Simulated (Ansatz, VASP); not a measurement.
## AlN: VASP beside Ansatz

```
Al N
1.0
     0.00000    2.18399    2.18399
     2.18399    0.00000    2.18399
     2.18399    2.18399    0.00000
Al N
1 1
Cartesian
  -0.3000 -0.1500 0.0000
  3.2760 3.2760 3.2760
```

Alike in both runs: task single point; functional RPBE; k mesh 10 × 10 × 10; occupations gaussian, width 0.05 eV; no spin polarisation.

|  | VASP | Ansatz |
| --- | --- | --- |
| version | VASP 6.6.1 | Ansatz 0.2.0 |
| potentials or method | VASP PAW PBE potentials, release 64 (Al, N), cutoff 600 eV | scalar-relativistic, plane waves, PAW |
| valence electrons in the cell | 8 | 8 |

|  | VASP | Ansatz | Ansatz less VASP |
| --- | --- | --- | --- |
| gap on the k mesh at the Fermi level (eV) | 2.56 | 2.57 | +0.010 |
| pressure (GPa) | 22.3 | 22.8 | +0.51 |
| traceless stress, the component that is largest in VASP (GPa) | 27.27 | 27.34 | +0.077 |
| rms of the force components (eV/Å) | 3.592 | 3.584 | -0.0082 |

VASP's potentials were made for PBE, not for RPBE. Atom by atom the forces differ by 0.011 eV/Å (rms over components). The functional is the same, so the differences come from potentials, cutoffs and numerics.
